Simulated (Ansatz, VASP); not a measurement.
**As: VASP beside Ansatz**

INCAR

```
PREC     = Accurate       # precision mode
ENCUT    = 600            # plane-wave cutoff, eV
EDIFF    = 1E-6           # SCF threshold, eV
ISMEAR   = -1             # smearing method
SIGMA    = 0.05           # smearing width, eV
LREAL    = False          # projectors in reciprocal space
LASPH    = True           # aspherical terms in the spheres
NELM     = 100            # most SCF steps
ALGO     = Normal         # electronic algorithm
ISIF     = 3              # what is computed and relaxed
LWAVE    = False          # write WAVECAR
LCHARG   = False          # write CHGCAR
GGA      = RP             # functional
IVDW     = 12             # dispersion correction
IBRION   = 2              # ionic algorithm
NSW      = 60             # ionic steps
EDIFFG   = -0.01          # ionic threshold
```

The input KPOINTS:

```
Automatic mesh
0
Gamma
  9 9 9
```

File POSCAR:

```
As
1.0
    1.8807968987      1.0858785957      3.5140619945
   -1.8807968987      1.0858785957      3.5140619945
    0.0000000000     -2.1717571915      3.5140619945
As
2
Direct
    0.2260000000      0.2260000000      0.2260000000
    0.7740000000      0.7740000000      0.7740000000
```

The input input.yaml:

```yaml
crystal:
  lattice:
    - [1.8807968987, 1.0858785957, 3.5140619945]
    - [-1.8807968987, 1.0858785957, 3.5140619945]
    - [0.0, -2.1717571915, 3.5140619945]
  atoms:
    - { symbol: As, position: [0.226, 0.226, 0.226] }
    - { symbol: As, position: [0.774, 0.774, 0.774] }
hamiltonian:
  xc: rpbe
  pseudopotentials: { kind: paw }
  dispersion: d3bj
kpoints:
  mp_grid: { grid: [9, 9, 9] }
scf:
  occupations: { method: fermi_dirac, width: 0.05 }
output:
  forces: true
  stress: true
  eigenvalues: true
  write_density: true
  write_potential: true
  elf: true
  volumetric_format: npy
relax:
  f_tol: 0.01
  max_steps: 40
  cell: { stress_tol: 0.05 }
```

Alike in both runs: task relaxation of cell and atoms; functional RPBE; dispersion D3(BJ); k mesh 9 × 9 × 9; occupations fermi-dirac, width 0.05 eV; no spin polarisation.

|  | VASP | Ansatz |
| --- | --- | --- |
| version | VASP 6.6.1 | Ansatz 0.2.0 |
| potentials or method | VASP PAW PBE potentials, release 64 (As) | Ansatz PAW |
| plane-wave cutoff (eV) | 600 | 420 |
| valence electrons in the cell | 10 | 30 |

VASP gave:

* gap on the k mesh at the Fermi level, each at its own relaxed structure (eV): none
* relaxed volume (Å³/atom): 16.67
* relaxed cell length with the largest relative difference (Å): 3.630

Estimate Ansatz's values.

gap on the k mesh at the Fermi level, each at its own relaxed structure (eV): none; relaxed volume (Å³/atom): 16.62; relaxed cell length with the largest relative difference (Å): 3.627.

VASP's potentials were made for PBE, not for RPBE. A gap of «none» marks a metal or a gap that the smearing closes. VASP's potentials hold 10 valence electrons a cell and Ansatz's 30, so a difference there can come from the potentials and not from the codes.

Noted on VASP's run: the volume moved by over 15 % at a fixed basis, so the end points are rough. Noted on Ansatz's run: the volume moved by over 15 % at a fixed basis, so the end points are rough; the plane-wave basis is chosen anew once the cell has moved, so the energies of steps on either side of that aren't comparable.
